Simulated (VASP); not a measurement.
ZnRe:

```xyz
2
Lattice="2.7482 0.0000 0.0000 -1.3741 2.3800 0.0000 0.0000 0.0000 4.3143" Properties=species:S:1:pos:R:3 pbc="T T T"
Re    0.0000    1.5867    2.1572
Zn    0.0000    0.0000    0.0000
```

Base run:

* Program: VASP 6.6.1
* Functional: PBE
* Potentials or basis: VASP PAW PBE potentials, release 64 (Re, Zn)
* Cutoff: 520 eV
* k mesh: 9 × 9 × 5
* Occupations: fermi-dirac, width 0.05 eV
* Spin: no spin polarisation

Its results: pressure 7.5 GPa.

Question: The run is repeated on the same cell with these changes: potentials or basis from VASP PAW PBE potentials, release 64 (Re, Zn) to VASP PAW PBE potentials, release 64 (Re_sv_GW, Zn); cutoff from 520 eV to 500 eV; further incar settings from ALGO = Normal; EDIFF = 1e-06; NBANDS = 16 to ALGO = Normal; EDIFF = 1e-06; NBANDS = 20; valence electrons from 19 to 27. What comes out?

Answer: Pressure 6.5 GPa.
